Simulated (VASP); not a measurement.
Write the native input for VASP 6.6.1 that does the following.

```yaml
Task: single point
Functional: PBE
Dispersion: D3(BJ)
Potentials_or_basis: VASP PAW PBE potentials, release 64 (Hf_pv, O)
Cutoff: 520 eV
k_mesh: 8 × 8 × 8
Occupations: gaussian, width 0.02 eV
Spin: no spin polarisation
Dipole_correction: no
Further_INCAR_settings: ALGO = Normal; EDIFF = 1e-07; NBANDS = 18
```

The structure of HfO2 lies in POSCAR:

```
HfO2
1.0
    0.0000000000      2.5364126889      2.5364126889
    2.5364126889      0.0000000000      2.5364126889
    2.5364126889      2.5364126889      0.0000000000
Hf O
1 2
Direct
    0.0000000000      0.0000000000      0.0000000000
    0.2500000000      0.2500000000      0.2500000000
    0.7500000000      0.7500000000      0.7500000000
```

The input as run:

INCAR

```
PREC = Accurate
ENCUT = 520
EDIFF = 1E-7
ISMEAR = 0
SIGMA = 0.02
LREAL = False
LASPH = True
NELM = 60
ALGO = Normal
ISIF = 2
LWAVE = False
LCHARG = False
GGA = PE
IVDW = 12
NBANDS = 18
```

KPOINTS

```
regular mesh
0
Gamma
  8 8 8
```

Potentials or basis: VASP PAW PBE potentials, release 64 (Hf_pv, O).

Launch:

```sh
$ cat potpaw_PBE.64/Hf_pv/POTCAR potpaw_PBE.64/O/POTCAR > POTCAR
$ mpirun -np 1 vasp_std > vasp.out
```

It gave:

| Property | Result |
| --- | --- |
| Pressure | -3.8 GPa |
| Band gap on the k mesh | 3.80 eV, direct |
| Dispersion energy per atom | -0.239 eV |

Caveat: spin-orbit coupling is left out, which moves the levels of the heavy elements.

Wall time 9.9 s on 1 thread of Intel(R) Xeon(R) 6975P-C (Granite Rapids), with other jobs on the host, peak memory 0.17 GiB.
